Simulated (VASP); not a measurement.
# NiO2 (P-3m1) in VASP: a series of runs

The runs below take NiO2 through single point, with LDA.

All numbers are computed with VASP 6.6.1; they aren't measurements. Logs are shortened: lines on timing, memory, paths and dates and some standing lists are left out, and cuts for length are marked.

### Step 1. The cell of the first run

The structure is trigonal, space group P-3m1 (No. 164). The conventional cell has a = 2.687 Å, b = 2.687 Å, c = 4.446 Å, α = 90.00°, β = 90.00°, γ = 120.00°. Ni (site symmetry -3m) has 6 O at 1.83 Å within 2.4 Å. Within 2.5 Å of O (site symmetry 3m) lie 3 Ni at 1.83 Å and 3 O at 2.49 Å.

### Step 2. Single point, LDA (9.27 Å³/atom, c/a of the conventional cell at fixed volume 1.6544)

INCAR reads:

```
PREC = Accurate
ENCUT = 700
EDIFF = 1E-6
ISMEAR = 0
SIGMA = 0.05
LREAL = F
LASPH = T
NELM = 120
ALGO = Normal
ISIF = 2
LWAVE = F
LCHARG = F
NBANDS = 22
GGA_COMPAT = F
```

KPOINTS reads:

```
regular mesh
0
Gamma
  12 12 6
```

POSCAR reads:

```
NiO2
1.0
    2.6872726493      0.0000000000      0.0000000000
   -1.3436363247      2.3272463812      0.0000000000
    0.0000000000      0.0000000000      4.4458238710
Ni O
1 2
Direct
    0.0000000000      0.0000000000      0.5000000000
    0.6666666667      0.3333333333      0.7186230907
    0.3333333333      0.6666666667      0.2813769093
```

Potentials or basis: VASP PAW LDA potentials, release 64 (Ni_sv_GW, O).

Run with:

```
> cat potpaw_LDA.64/Ni_sv_GW/POTCAR potpaw_LDA.64/O/POTCAR > POTCAR
> mpirun -np 1 vasp_std > vasp.out
```

OUTCAR:

```text
PREC = Accurate
   ENCUT = 700
   EDIFF = 1E-6
   ISMEAR = 0
   LREAL = F
   LASPH = T
   NELM = 120
   ISIF = 2

 ion  position               nearest neighbor table
   1  0.000  0.000  0.500-   2 1.83   3 1.83   2 1.83   3 1.83   2 1.83   3 1.83
   2  0.667  0.333  0.719-   1 1.83   1 1.83   1 1.83
   3  0.333  0.667  0.281-   1 1.83   1 1.83   1 1.83

  LATTYP: Found a hexagonal cell.
 ALAT       =     2.6872726493
 C/A-ratio  =     1.6544000000

  Lattice vectors:

 A1 = (   2.6872726493,   0.0000000000,   0.0000000000)
 A2 = (  -1.3436363247,   2.3272463812,   0.0000000000)
 A3 = (   0.0000000000,   0.0000000000,   4.4458238710)

Analysis of symmetry for initial positions (statically):
=====================================================================
 Subroutine PRICEL returns:
 Original cell was already a primitive cell.

 Routine SETGRP: Setting up the symmetry group for a
 hexagonal supercell.

 Subroutine GETGRP returns: Found 12 space group operations
 (whereof 12 operations were pure point group operations)
 out of a pool of 24 trial point group operations.

The static configuration has the point symmetry D_3d.

Analysis of symmetry for dynamics (positions and initial velocities):
=====================================================================
 Subroutine PRICEL returns:
 Original cell was already a primitive cell.

 Routine SETGRP: Setting up the symmetry group for a
 hexagonal supercell.

 Subroutine GETGRP returns: Found 12 space group operations
 (whereof 12 operations were pure point group operations)
 out of a pool of 24 trial point group operations.

The dynamic configuration has the point symmetry D_3d.

 Subroutine INISYM returns: Found 12 space group operations
 (whereof 12 operations are pure point group operations),
 and found     1 'primitive' translations

----------------------------------------------------------------------------------------

                                     Primitive cell

  volume of cell :      27.8039

  direct lattice vectors                    reciprocal lattice vectors
     2.687272649  0.000000000  0.000000000     0.372124503  0.214846182  0.000000000
    -1.343636325  2.327246381  0.000000000     0.000000000  0.429692364  0.000000000
     0.000000000  0.000000000  4.445823871     0.000000000  0.000000000  0.224930188

  length of vectors
     2.687272649  2.687272649  4.445823871     0.429692364  0.429692364  0.224930188

  position of ions in fractional coordinates (direct lattice)
     0.000000000  0.000000000  0.500000000
     0.666666667  0.333333333  0.718623091
     0.333333333  0.666666667  0.281376909

  ion indices of the primitive-cell ions
   primitive index   ion index
                 1           1
                 2           2
                 3           3

----------------------------------------------------------------------------------------

 KPOINTS: regular mesh

Automatic generation of k-mesh.
 Grid dimensions read from file:
 generate k-points for:   12   12    6

 Generating k-lattice:

  Cartesian coordinates                     Fractional coordinates (reciprocal lattice)
     0.031010375  0.017903849  0.000000000     0.083333333 -0.000000000  0.000000000
     0.000000000  0.035807697  0.000000000     0.000000000  0.083333333  0.000000000
     0.000000000  0.000000000  0.037488365     0.000000000  0.000000000  0.166666667

  Length of vectors
     0.035807697  0.035807697  0.037488365

  Shift w.r.t. Gamma in fractional coordinates (k-lattice)
     0.000000000  0.000000000  0.000000000

 Subroutine IBZKPT returns following result:
 ===========================================

 Found    100 irreducible k-points:

 Following reciprocal coordinates:
            Coordinates               Weight
  0.000000  0.000000  0.000000      1.000000
  0.083333  0.000000  0.000000      6.000000
  0.166667  0.000000  0.000000      6.000000
  0.250000  0.000000  0.000000      6.000000
  0.333333  0.000000  0.000000      6.000000
  0.416667 -0.000000  0.000000      6.000000
[... 16 lines left out ...]
  0.166667  0.000000  0.166667      6.000000
  0.000000  0.166667  0.166667      6.000000
 [... further k-points ...]
   k-points           NKPTS =    100   k-points in BZ     NKDIM =    100   number of bands    NBANDS=     22
   number of dos      NEDOS =    301   number of ions     NIONS =      3
   total plane-waves  NPLWV =  23040
   dimension x,y,z NGX =    24 NGY =   24 NGZ =   40
   dimension x,y,z NGXF=    48 NGYF=   48 NGZF=   80
   ions per type =               1   2
   NGX,Y,Z   is equivalent  to a cutoff of  14.85, 14.85, 14.96 a.u.
   NGXF,Y,Z  is equivalent  to a cutoff of  29.69, 29.69, 29.91 a.u.
 SYSTEM =  unknown system
   PREC   = accura    normal or accurate (medium, high low for compatibility)
   ISTART =      0    job   : 0-new  1-cont  2-samecut
   ICHARG =      2    charge: 1-file 2-atom 10-const
   ISPIN  =      1    spin polarized calculation?
   LNONCOLLINEAR =      F non collinear calculations
   LSORBIT =      F    spin-orbit coupling
   LASPH  =      T    aspherical Exc in radial PAW
   ENCUT  =  700.0 eV  51.45 Ry    7.17 a.u.   5.80  5.80  9.59*2*pi/ulx,y,z
   NELM   =    120;   NELMIN=  2; NELMDL= -5     # of ELM steps
   EDIFF  = 0.1E-05   stopping-criterion for ELM
   LREAL  =      F    real-space projection
[... 7 lines left out ...]
   TEBEG  =    0.0;   TEEND  =   0.0 temperature during run
   PSTRESS=    0.0 pullay stress
   NELECT =      30.0000    total number of electrons
   NUPDOWN=      -1.0000    fix difference up-down
   EMIN   =  10.00;   EMAX   =-10.00  energy-range for DOS
   EFERMI =   0.00;   METHOD = LEGACY
   ISMEAR =     0;   SIGMA  =   0.05  broadening in eV -4-tet -1-fermi 0-gaus
   EFERMI_NEDOS =   21; number of points for ismear=-14 and -15
   IALGO  =     38    algorithm
   IMIX   =      4    mixing-type and parameters
     AMIX     =   0.40;   BMIX     =  1.00
     AMIX_MAG =   1.60;   BMIX_MAG =  1.00
  volume/ion in A,a.u.               =       9.27        62.54
  Fermi-wavevector in a.u.,A,eV,Ry     =   1.679113  3.173063 38.360522  2.819419
  Thomas-Fermi vector in A             =   2.763082
   LORBIT       =      0    0 simple, 1 ext, 2 COOP (PROOUT), +10 PAW based schemes
   GGA     = CA    functional components
   LHFCALC =     F    Hartree Fock is set to
   AEXX    =    0.0000 exact exchange contribution
   IVDW    =     0    specifies the selected vdW correction
   LEPSILON=     F    determine dielectric tensor
   LRPA    =     F    only Hartree local field effects (RPA)
 non-spin polarized calculation
 Gauss-broadening in eV      SIGMA  =   0.05
  energy-cutoff  :      700.00
  volume of cell :       27.80
 maximum number of plane-waves:      1189
   NGX = 11   NGY = 11   NGZ = 19

 number of electron      29.9999982 magnetization

 Free energy of the ion-electron system (eV)
  ---------------------------------------------------
  ext. energy  EPLUGINS =         0.00000000
  ---------------------------------------------------
  free energy    TOTEN  =       -21.01521863 eV

  energy without entropy =      -21.01521863  energy(sigma->0) =      -21.01521863

 E-fermi :   3.7821     XC(G=0): -12.4201

 val. band max:        3.2502053531   @ k =   0.0833   0.0833   0.5000
 cond. band min:       4.1347733984   @ k =   0.2500   0.0000   0.3333
 fundamental gap:      0.8845680453
 Fermi energy:         3.7820567346

 k-point     1 :       0.0000    0.0000    0.0000
  band No.  band energies     occupation
      1    -100.1547      2.00000
      2     -61.1577      2.00000
      3     -61.1577      2.00000
      4     -61.0023      2.00000
      5     -16.9063      2.00000
      6     -14.1506      2.00000
[... 14 lines left out ...]
     21      24.0490      0.00000
     22      24.0490      0.00000

 k-point     2 :       0.0833    0.0000    0.0000
  band No.  band energies     occupation
      1    -100.1543      2.00000
      2     -61.1637      2.00000
      3     -61.1592      2.00000
      4     -61.0015      2.00000
      5     -16.7956      2.00000
      6     -14.1521      2.00000
[... 14 lines left out ...]
     21      23.0457      0.00000
     22      24.2740      0.00000

 k-point     3 :       0.1667    0.0000    0.0000
  band No.  band energies     occupation
      1    -100.1526      2.00000
      2     -61.1795      2.00000
      3     -61.1630      2.00000
      4     -60.9990      2.00000
      5     -16.4791      2.00000
      6     -14.1598      2.00000
[... 14 lines left out ...]
     21      21.3206      0.00000
     22      24.2925      0.00000

 k-point     4 :       0.2500    0.0000    0.0000
  band No.  band energies     occupation
      1    -100.1505      2.00000
      2     -61.2010      2.00000
      3     -61.1683      2.00000
      4     -60.9958      2.00000
      5     -16.0045      2.00000
      6     -14.1831      2.00000
[... 14 lines left out ...]
     21      19.8687      0.00000
     22      22.7717      0.00000

 k-point     5 :       0.3333    0.0000    0.0000
  band No.  band energies     occupation
      1    -100.1482      2.00000
      2     -61.2224      2.00000
      3     -61.1734      2.00000
      4     -60.9926      2.00000
      5     -15.4554      2.00000
      6     -14.2370      2.00000
[... 417 lines left out ...]
 k-point    22 :       0.0000    0.0833    0.1667
  band No.  band energies     occupation
      1    -100.1542      2.00000
      2     -61.1637      2.00000
      3     -61.1592      2.00000
      4     -61.0014      2.00000
      5     -16.7526      2.00000
      6     -14.2314      2.00000
[... 14 lines left out ...]
     21      23.1316      0.00000
     22      24.2409      0.00000

 k-point    23 :       0.1667    0.0000    0.1667
  band No.  band energies     occupation
      1    -100.1528      2.00000
      2     -61.1795      2.00000
      3     -61.1631      2.00000
      4     -60.9992      2.00000
      5     -16.4398      2.00000
      6     -14.2247      2.00000
[... 14 lines left out ...]
     21      21.3770      0.00000
     22      24.4511      0.00000

 k-point    24 :       0.0000    0.1667    0.1667
  band No.  band energies     occupation
      1    -100.1527      2.00000
      2     -61.1795      2.00000
      3     -61.1631      2.00000
      4     -60.9992      2.00000
      5     -16.4366      2.00000
      6     -14.2312      2.00000
[... 14 lines left out ...]
     21      21.4721      0.00000
     22      24.0211      0.00000

 [... further k-points ...]

------------------------ aborting loop because EDIFF is reached ----------------------------------------

  FORCE on cell =-STRESS in cart. coord.  units (eV):
  Direction    XX          YY          ZZ          XY          YZ          ZX
  --------------------------------------------------------------------------------------
  -------------------------------------------------------------------------------------
  Total        2.0711696      2.0711696     -0.6391441     -0.0000000      0.0000000      0.0000000
  in kB      119.3493033    119.3493033    -36.8301096     -0.0000000      0.0000000      0.0000000
  external PRESSURE =      67.2894990 kB  Pullay stress =       0.0000000 kB

 VOLUME and BASIS-vectors are now :
 -----------------------------------------------------------------------------
  energy-cutoff  :      700.00
  volume of cell :       27.80
      direct lattice vectors                 reciprocal lattice vectors
     2.687272649  0.000000000  0.000000000     0.372124503  0.214846182  0.000000000
    -1.343636325  2.327246381  0.000000000     0.000000000  0.429692364  0.000000000
     0.000000000  0.000000000  4.445823871     0.000000000  0.000000000  0.224930188

 POSITION                                       TOTAL-FORCE (eV/Angst)
 -----------------------------------------------------------------------------------
      0.00000      0.00000      2.22291        -0.000000      0.000000     -0.000000
      1.34364      0.77575      3.19487        -0.000000      0.000000     -0.183772
     -0.00000      1.55150      1.25095         0.000000     -0.000000      0.183772
 -----------------------------------------------------------------------------------
    total drift:                               -0.000000     -0.000000     -0.000000

  FREE ENERGIE OF THE ION-ELECTRON SYSTEM (eV)
  ---------------------------------------------------
  free  energy   TOTEN  =       -21.0152186269 eV

  energy  without entropy=      -21.0152186269  energy(sigma->0) =      -21.01521863
```

Run time: 45 s. Hardware: 1 thread of Intel Xeon 6975P-C (Granite Rapids), shared host; peak memory 0.22 GiB.

What came out:

```yaml
Free_energy: -21.0152 eV
Pressure: 6.7 GPa
Largest_force: 0.184 eV/Å
Band_gap_on_the_k_mesh: 0.88 eV (least direct gap 1.07 eV)
```

Forces in eV/Å, atoms in the order of the input:
```
Ni   0.000  0.000  0.000
O    0.000  0.000 -0.184
O    0.000  0.000  0.184
```

Stress tensor (GPa, compression positive):
```
11.93  0.00  0.00
 0.00 11.93  0.00
 0.00  0.00 -3.68
```

Levels at points of the mesh, in eV from the valence-band top:
| k point | band 12 | band 13 | band 14 | band 15 | band 16 | band 17 | band 18 | band 19 |
| --- | --- | --- | --- | --- | --- | --- | --- | --- |
| (0.00, 0.00, 0.00) | -1.15 | -1.15 | -0.88 | -0.69 | 2.25 | 2.25 | 8.30 | 11.39 |
| (0.50, 0.00, 0.00) | -2.76 | -1.90 | -1.85 | -1.05 | 1.71 | 2.22 | 12.61 | 14.02 |
| (0.00, 0.00, 0.50) | -2.44 | -1.21 | -1.21 | -0.16 | 2.32 | 2.32 | 10.46 | 10.62 |
| (0.50, 0.00, 0.50) | -2.00 | -1.85 | -1.85 | -1.17 | 1.76 | 2.08 | 11.68 | 13.41 |

Caveat: the cell differs from its parent crystal (c/a of the conventional cell at fixed volume 1.6544); the stress differs along the axes, from -4 to 12 GPa; the run has no spin polarisation, though such a crystal can be magnetic.

### Step 3. Single point, LDA

This run uses another cell than the first one, of the same volume but with other edges.

INCAR reads:

```
PREC = Accurate
ENCUT = 700
EDIFF = 1E-6
ISMEAR = 0
SIGMA = 0.05
LREAL = False
LASPH = True
NELM = 120
ALGO = Normal
ISIF = 2
LWAVE = False
LCHARG = False
NBANDS = 22
GGA_COMPAT = False
```

KPOINTS reads:

```
Automatic mesh
0
Gamma
  12 12 6
```

POSCAR reads:

```
NiO2
1.0
    2.8475295614      0.0000000000      0.0000000000
   -1.4237647807      2.4660329382      0.0000000000
    0.0000000000      0.0000000000      3.9594898551
Ni O
1 2
Direct
    0.0000000000      0.0000000000      0.5000000000
    0.6666666667      0.3333333333      0.7067356968
    0.3333333333      0.6666666667      0.2932643032
```

Potentials or basis: VASP PAW LDA potentials, release 64 (Ni_sv_GW, O).

Run with:

```
> cat potpaw_LDA.64/Ni_sv_GW/POTCAR potpaw_LDA.64/O/POTCAR > POTCAR
> mpirun -np 1 vasp_std > vasp.out
```

Run time: 48 s. Hardware: 1 thread of Intel Xeon 6975P-C (Granite Rapids), shared host; peak memory 0.24 GiB.

It converged, with:

| Property | Result |
| --- | --- |
| Free energy | -20.9609 eV |
| Pressure | 2.5 GPa |
| Largest force | 1.260 eV/Å |
| Band gap on the k mesh | 0.51 eV (least direct gap 1.00 eV) |

Forces in eV/Å, atoms in the order of the input:
```
Ni   0.000  0.000  0.000
O    0.000  0.000  1.260
O    0.000  0.000 -1.260
```

Stress tensor (GPa, compression positive):
```
-1.91  0.00  0.00
 0.00 -1.91  0.00
 0.00  0.00 11.23
```

Levels at points of the mesh, in eV from the valence-band top:
```tsv
k point	band 11	band 12	band 13	band 14	band 15	band 16	band 17	band 18	band 19	band 20
(0.00, 0.00, 0.00)	-2.49	-1.66	-1.66	-0.74	-0.38	2.04	2.04	7.69	10.63	17.58
(0.50, 0.00, 0.00)	-4.01	-2.55	-2.25	-2.10	-1.22	1.12	2.15	12.31	12.61	13.97
(0.00, 0.00, 0.50)	-2.50	-2.50	-1.77	-1.77	-0.03	2.16	2.16	9.74	10.56	15.99
(0.50, 0.00, 0.50)	-3.76	-2.26	-2.06	-1.35	-1.33	1.13	1.93	10.85	12.93	15.04
```

Caveat: the cell differs from its parent crystal (atoms shifted along a free coordinate, c/a of the conventional cell at fixed volume 1.3905); the stress differs along the axes, from -2 to 11 GPa; the run has no spin polarisation, though such a crystal can be magnetic; forces of over 1 eV/Å act on the atoms, so gaps and moduli don't describe the material at rest.

(Continued in part 2 of 2.)
